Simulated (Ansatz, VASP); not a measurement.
Two plane-wave programs on O

```
O
1.0
     2.85140   -1.66242    0.00000
     2.85140    1.66242    0.00000
    -2.39449    0.00000    3.57411
O
2
Direct
  0.97455 0.97455 0.84443
  0.02545 0.02545 0.15557
```

Alike in both runs: functional PBEsol; k mesh 8 × 8 × 6; occupations fermi-dirac, width 0.05 eV; no spin polarisation.

|  | VASP | Ansatz |
| --- | --- | --- |
| version | VASP 6.6.1 | Ansatz 0.2.0 |
| potentials or method | VASP PAW PBE potentials, release 64 (O) | Ansatz PAW |
| plane-wave cutoff (eV) | 520 | 420 |
| valence electrons in the cell | 12 | 12 |
| task | single point | band structure |

Ansatz gave:

```
gap on the k mesh at the Fermi level (eV)                     : none
pressure (GPa)                                                : -1.0
traceless stress, the component that is largest in VASP (GPa) : 1.18
rms of the force components (eV/Å)                            : 0.378
```

Problem. Which values does VASP return?

Solution. gap on the k mesh at the Fermi level (eV): none; pressure (GPa): 1.5; traceless stress, the component that is largest in VASP (GPa): 5.61; rms of the force components (eV/Å): 1.240.

VASP's potentials were made for PBE, not for PBEsol. Atom by atom the forces differ by 0.866 eV/Å (rms over components). A gap of «none» marks a metal or a gap that the smearing closes.

Noted on VASP's run: the standard files for N, O and F lose accuracy on very short bonds; spin is off for a triplet molecule. Noted on Ansatz's run: spin is off for a triplet molecule.
